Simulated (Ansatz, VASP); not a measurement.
Pb in VASP and in Ansatz

File INCAR:

```
PREC = Accurate ; ENCUT = 520
EDIFF = 1E-6 ; ISMEAR = 0
SIGMA = 0.15 ; LREAL = F
LASPH = T ; NELM = 60
ALGO = Fast ; ISIF = 2
LWAVE = F ; LCHARG = F
GGA = PE ; IVDW = 12
NBANDS = 21
```

File KPOINTS:

```
Automatic mesh
0
Gamma
  18 18 10
```

File POSCAR:

```
Pb
1.0
    3.4238618303      0.0000000000      0.0000000000
   -1.7119309152      2.9651513241      0.0000000000
    0.0000000000      0.0000000000      5.7748140877
Pb
2
Direct
    0.3333333333      0.6666666667      0.2500000000
    0.6666666667      0.3333333333      0.7500000000
```

Input for Ansatz:

```yaml
crystal:
  lattice:
    - [3.4238618303, 0.0, 0.0]
    - [-1.7119309152, 2.9651513241, 0.0]
    - [0.0, 0.0, 5.7748140877]
  atoms:
    - { symbol: Pb, position: [0.3333333333, 0.6666666667, 0.25] }
    - { symbol: Pb, position: [0.6666666667, 0.3333333333, 0.75] }
basis:
  ecutwfc: 420
kpoints:
  mp_grid: { grid: [18, 18, 10] }
hamiltonian:
  xc: pbe
  dispersion: d3bj
scf:
  occupations: { method: gaussian, width: 0.15 }
output:
  forces: true
  stress: true
  eigenvalues: true
```

Alike in both runs: task single point; functional PBE; dispersion D3(BJ); k mesh 18 × 18 × 10; occupations gaussian, width 0.15 eV; no spin polarisation.

|  | VASP | Ansatz |
| --- | --- | --- |
| version | VASP 6.6.1 | Ansatz 0.2.0 |
| potentials or method | VASP PAW PBE potentials, release 64 (Pb_d), cutoff 520 eV | scalar-relativistic, plane waves, PAW |
| valence electrons in the cell | 28 | 28 |

```tsv
	VASP	Ansatz	Ansatz less VASP
gap on the k mesh at the Fermi level (eV)	none	none	-
pressure (GPa)	1.6	1.6	+0.01
traceless stress, the component that is largest in VASP (GPa)	-0.66	-0.66	+0.002
```

A gap of «none» marks a metal or a gap that the smearing closes.

Spin-orbit coupling is off throughout.
